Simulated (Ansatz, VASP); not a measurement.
NiPt2 in VASP and in Ansatz

```
Ni Pt
1.0
     2.73298    0.00000    0.00000
    -1.36649    2.36683    0.00000
     0.00000    0.00000   13.32831
Ni Pt
2 4
Direct
  0.33333 0.66667 0.42959
  0.66667 0.33333 0.57041
  0.33333 0.66667 0.72849
  0.33333 0.66667 0.08985
  0.66667 0.33333 0.91015
  0.66667 0.33333 0.27151
```

Alike in both runs: functional PBE; k mesh 6 × 6 × 2; occupations gaussian, width 0.1 eV; collinear spin.

Ansatz relaxed the structure, and its values are those at the end. VASP's run is a single point on that final structure, the one shown.

|  | VASP | Ansatz |
| --- | --- | --- |
| version | VASP 6.6.1 | Ansatz 0.2.0 |
| potentials or method | VASP PAW PBE potentials, release 64 (Ni, Pt), cutoff 520 eV | scalar-relativistic, plane waves, PAW |
| valence electrons in the cell | 60 | 108 |

VASP gave:

| Quantity | Value |
| --- | --- |
| gap on the k mesh at the Fermi level (eV) | none |
| pressure (GPa) | -0.4 |
| rms of the force components (eV/Å) | 0.007 |
| net moment per atom (μB) | 0.39 |
| size of the moment on the site where the two differ most (μB) | 0.85 |

Problem. Estimate Ansatz's values.

Solution. gap on the k mesh at the Fermi level (eV): none; pressure (GPa): 0.0; rms of the force components (eV/Å): 0.005; net moment per atom (μB): 0.40; size of the moment on the site where the two differ most (μB): 0.89.

Site moments also hang on the region over which each program counts them. A gap of «none» marks a metal or a gap that the smearing closes. With one functional, cell and mesh, what is left measures potentials, basis and numerics. VASP's potentials hold 60 valence electrons a cell and Ansatz's 108, so a difference there can come from the potentials and not from the codes.

The k mesh is coarse, so the values compare programs but aren't converged. Spin-orbit coupling is off throughout.
